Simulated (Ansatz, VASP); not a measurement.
Zr2HS4: VASP beside Ansatz

The input INCAR:

```
SYSTEM = Zr2HS4
ALGO = Normal
DIPOL = 0.5 0.5 0.281
EDIFF = 1E-6
ENCUT = 400
GGA = PE
GGA_COMPAT = .FALSE.
IDIPOL = 3
ISIF = 2
ISMEAR = 0
IVDW = 12
LASPH = .TRUE.
LCHARG = .FALSE.
LDIPOL = .TRUE.
LREAL = .FALSE.
LWAVE = .FALSE.
NBANDS = 62
NELM = 120
NELMDL = -8
PREC = Accurate
SIGMA = 0.05
```

File KPOINTS:

```
k-points
0
G
  6 6 1
  0 0 0
```

File POSCAR:

```
Zr2HS4
1.0
    7.2976778227      0.0000000000      0.0000000000
   -3.6488389114      6.3199743831      0.0000000000
    0.0000000000      0.0000000000     20.9171506047
S Zr H
8 4 2
Direct
    0.3333333333      0.1666666667      0.1912306354
    0.3333333333      0.6666666667      0.1912306354
    0.8333333333      0.1666666667      0.1912306354
    0.8333333333      0.6666666667      0.1912306354
    0.1666666667      0.3333333333      0.3306927762
    0.1666666667      0.8333333333      0.3306927762
    0.6666666667      0.3333333333      0.3306927762
    0.6666666667      0.8333333333      0.3306927762
    0.0000000000      0.0000000000      0.2609617058
    0.0000000000      0.5000000000      0.2609617058
    0.5000000000      0.0000000000      0.2609617058
    0.5000000000      0.5000000000      0.2609617058
    0.2449231649      0.7550768351      0.3981015752
    0.4217435018      0.5782564982      0.3981015752
```

Input for Ansatz:

```yaml
crystal:
  lattice:
    - [7.2976778227, 0.0, 0.0]
    - [-3.6488389114, 6.3199743831, 0.0]
    - [0.0, 0.0, 20.9171506047]
  atoms:
    - { symbol: S, position: [0.3333333333, 0.1666666667, 0.1912306354] }
    - { symbol: S, position: [0.3333333333, 0.6666666667, 0.1912306354] }
    - { symbol: S, position: [0.8333333333, 0.1666666667, 0.1912306354] }
    - { symbol: S, position: [0.8333333333, 0.6666666667, 0.1912306354] }
    - { symbol: Zr, position: [0.0, 0.0, 0.2609617058] }
    - { symbol: Zr, position: [0.0, 0.5, 0.2609617058] }
    - { symbol: Zr, position: [0.5, 0.0, 0.2609617058] }
    - { symbol: Zr, position: [0.5, 0.5, 0.2609617058] }
    - { symbol: S, position: [0.1666666667, 0.3333333333, 0.3306927762] }
    - { symbol: S, position: [0.1666666667, 0.8333333333, 0.3306927762] }
    - { symbol: S, position: [0.6666666667, 0.3333333333, 0.3306927762] }
    - { symbol: S, position: [0.6666666667, 0.8333333333, 0.3306927762] }
    - { symbol: H, position: [0.2449231649, 0.7550768351, 0.3981015752] }
    - { symbol: H, position: [0.4217435018, 0.5782564982, 0.3981015752] }
basis:
  ecutwfc: 420
kpoints:
  mp_grid: { grid: [6, 6, 1] }
hamiltonian:
  xc: pbe
  pseudopotentials: { kind: paw, azcp: { folder: soft_1 } }
  dispersion: d3bj
scf:
  occupations: { method: gaussian, width: 0.05 }
output:
  forces: true
  eigenvalues: true
efield:
  axis: 3
  dipole_correction: true
  ramp_width: 0.04
```

Alike in both runs: task single point; functional PBE; dispersion D3(BJ); k mesh 6 × 6 × 1; occupations gaussian, width 0.05 eV; no spin polarisation.

|  | VASP | Ansatz |
| --- | --- | --- |
| version | VASP 6.6.1 | Ansatz 0.2.0 |
| potentials or method | VASP PAW PBE potentials, release 64 (S, Zr_sv, H), cutoff 400 eV | scalar-relativistic, plane waves, PAW |
| valence electrons in the cell | 98 | 98 |

Ansatz gave:

```
gap on the k mesh at the Fermi level (eV) : 0.29
least direct gap on the mesh (eV)         : 0.35
rms of the force components (eV/Å)        : 0.523
```

Q: Estimate VASP's values.

A: gap on the k mesh at the Fermi level (eV): 0.29; least direct gap on the mesh (eV): 0.35; rms of the force components (eV/Å): 0.524.
